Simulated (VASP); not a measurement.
Set up this calculation in VASP 6.6.1, as the native input.

```
Task                   : relaxation of cell and atoms
Functional             : LDA
Potentials or basis    : VASP PAW LDA potentials, release 64 (Li_sv, F)
Cutoff                 : 750 eV
k mesh                 : 10 × 10 × 10
Occupations            : gaussian, width 0.02 eV
Spin                   : no spin polarisation
Dipole correction      : no
Further INCAR settings : ALGO = Normal; EDIFF = 1e-07; IBRION = 2; EDIFFG = -0.002; NSW = 100; ISIF = 3
```

The structure of LiF lies in POSCAR:

```
LiF
1.0
    0.0000000000      1.9538102033      1.9538102033
    1.9538102033      0.0000000000      1.9538102033
    1.9538102033      1.9538102033      0.0000000000
Li F
1 1
Direct
    0.0000000000      0.0000000000      0.0000000000
    0.5000000000      0.5000000000      0.5000000000
```

One way to write it, as run:

INCAR

```
SYSTEM = LiF
PREC = Accurate
ENCUT = 750
EDIFF = 1E-7
ISMEAR = 0
SIGMA = 0.02
LREAL = .False.
LASPH = .True.
NELM = 120
ALGO = Normal
ISIF = 3
LWAVE = .False.
LCHARG = .False.
IBRION = 2
NSW = 100
EDIFFG = -0.002
GGA_COMPAT = .False.
NELMIN = 4
```

KPOINTS

```
regular mesh
0
Gamma
  10 10 10
  0 0 0
```

Potentials or basis: VASP PAW LDA potentials, release 64 (Li_sv, F).

Run with:

```sh
$ cat potpaw_LDA.64/Li_sv/POTCAR potpaw_LDA.64/F/POTCAR > POTCAR
$ mpirun -np 1 vasp_std > vasp.out
```

Results of the run:

* Relaxed volume: 7.42 Å³/atom
* Relaxed cell: a = 2.758 Å, b = 2.758 Å, c = 2.758 Å, α = 60.00°, β = 60.00°, γ = 60.00°
* Space group after relaxing (to 0.1 Å): Fm-3m (No. 225)
* Energy gained by relaxing: 0.1 meV/atom
* Ionic steps: 4
* Pressure after relaxing: 0.0 GPa
* Band gap on the k mesh: 9.74 eV

Wall time 78 s on 1 thread of Intel Xeon 8259CL, on a shared host, peak memory 0.13 GiB.
